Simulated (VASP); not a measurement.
Input of a VASP 6.6.1 run:

Contents of INCAR:

```
SYSTEM = Ca2Ge3Pd
  ALGO = Normal
  EDIFF = 1E-7
  ENCUT = 520
  GGA = PE
  ISIF = 2
  ISMEAR = 0
  LASPH = .TRUE.
  LCHARG = .FALSE.
  LREAL = .FALSE.
  LWAVE = .FALSE.
  NBANDS = 84
  NELM = 100
  PREC = Accurate
  SIGMA = 0.1
```

Contents of KPOINTS:

```
k-points
0
G
  6 6 1
  0 0 0
```

The input POSCAR:

```
Ca2Ge3Pd
1.0
    3.9034429748      0.0000000000      0.0000000000
   -1.9517214874      3.3804807784      0.0000000000
    0.0000000000      0.0000000000     21.7548734197
Ca Ge Pd
4 6 2
Direct
    0.3333333333      0.6666666667      0.9040892224
    0.6666666667      0.3333333333      0.4040892224
    0.6666666667      0.3333333333      0.0959107776
    0.3333333333      0.6666666667      0.5959107776
    0.0000000000      0.0000000000      0.5000000000
    0.0000000000      0.0000000000      0.0000000000
    0.3333333333      0.6666666667      0.3076259548
    0.6666666667      0.3333333333      0.8076259548
    0.6666666667      0.3333333333      0.6923740452
    0.3333333333      0.6666666667      0.1923740452
    0.0000000000      0.0000000000      0.2500000000
    0.0000000000      0.0000000000      0.7500000000
```

Potentials or basis: VASP PAW PBE potentials, release 64 (Ca_sv, Ge_d, Pd).

Command:

```console
$ cat potpaw_PBE.64/Ca_sv/POTCAR potpaw_PBE.64/Ge_d/POTCAR potpaw_PBE.64/Pd/POTCAR > POTCAR
$ mpirun -np 1 vasp_std > vasp.out
```

(1) What does it give for the largest force?

(2) Estimate the pressure.

Results:

(1) 0.008 eV/Å.

(2) 0.1 GPa.
